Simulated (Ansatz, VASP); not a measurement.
Two plane-wave programs on Ir

```
Ir
1.0
     0.00000    1.92479    1.92479
     1.92479    0.00000    1.92479
     1.92479    1.92479    0.00000
Ir
1
Direct
  0.00000 0.00000 0.00000
```

Alike in both runs: task single point; functional PBE; k mesh 22 × 22 × 22; occupations gaussian, width 0.15 eV; no spin polarisation.

```csv
,VASP,Ansatz
version,VASP 6.6.1,Ansatz 0.2.0
potentials or method,"VASP PAW PBE potentials, release 64 (Ir), cutoff 520 eV","scalar-relativistic, plane waves, PAW"
valence electrons in the cell,9,17
```

VASP gave:

| Quantity | Value |
| --- | --- |
| gap on the k mesh at the Fermi level (eV) | none |
| pressure (GPa) | 6.6 |

**Question.** What did Ansatz give for the same quantities?

**Answer.** gap on the k mesh at the Fermi level (eV): none; pressure (GPa): 6.0.

A gap of «none» marks a metal or a gap that the smearing closes. With one functional, cell and mesh, what is left measures potentials, basis and numerics. VASP's potentials hold 9 valence electrons a cell and Ansatz's 17, so a difference there can come from the potentials and not from the codes.

Neither program's run includes spin-orbit coupling.
